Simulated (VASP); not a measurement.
Wanted: the native input for a VASP 6.6.1 run.

* Task: dielectric tensor
* Functional: r2SCAN
* Potentials or basis: VASP PAW PBE potentials, release 64 (Sr_sv, O)
* Cutoff: 520 eV
* k mesh: 8 × 8 × 8
* Occupations: gaussian, width 0.01 eV
* Spin: no spin polarisation
* Dipole correction: no
* Further INCAR settings: ALGO = Normal; EDIFF = 1e-08

The structure of SrO lies in POSCAR:

```
SrO
1.0
    0.0000000000      2.6572890957      2.6572890957
    2.6572890957      0.0000000000      2.6572890957
    2.6572890957      2.6572890957      0.0000000000
Sr O
1 1
Direct
    0.0000000000      0.0000000000      0.0000000000
    0.5000000000      0.5000000000      0.5000000000
```

This cell differs from its parent crystal: strain +3.0%.

The input as run:

INCAR

```
SYSTEM = SrO
PREC     = Accurate       ! precision mode
ENCUT    = 520            ! plane-wave cutoff, eV
EDIFF    = 1E-8           ! SCF threshold, eV
ISMEAR   = 0              ! smearing method
SIGMA    = 0.01           ! smearing width, eV
LREAL    = .False.        ! projectors in reciprocal space
LASPH    = .True.         ! aspherical terms in the spheres
NELM     = 100            ! most SCF steps
ALGO     = Normal         ! electronic algorithm
ISIF     = 2              ! what is computed and relaxed
LWAVE    = .False.        ! write WAVECAR
LCHARG   = .False.        ! write CHGCAR
METAGGA  = R2SCAN         ! meta-GGA
LMIXTAU  = .True.       
LCALCEPS = .True.
```

KPOINTS

```
regular mesh
0
Gamma
  8 8 8
  0 0 0
```

Potentials or basis: VASP PAW PBE potentials, release 64 (Sr_sv, O).

Run with:

```bash
$ cat potpaw_PBE.64/Sr_sv/POTCAR potpaw_PBE.64/O/POTCAR > POTCAR
$ mpirun -np 1 vasp_std > vasp.out
```

It gave:

The band gap on the k mesh is 3.77 eV, indirect (least direct gap 3.91 eV). The electronic dielectric tensor (diagonal) is 3.48 and the born charges (mean of the diagonal) is Sr +2.38; O -2.38 e.

Caveat: the cell differs from its parent crystal (strain +3.0%).

Wall time 26 min on 1 thread of Intel(R) Xeon(R) 6975P-C (Granite Rapids) (shared host), peak memory 0.42 GiB.
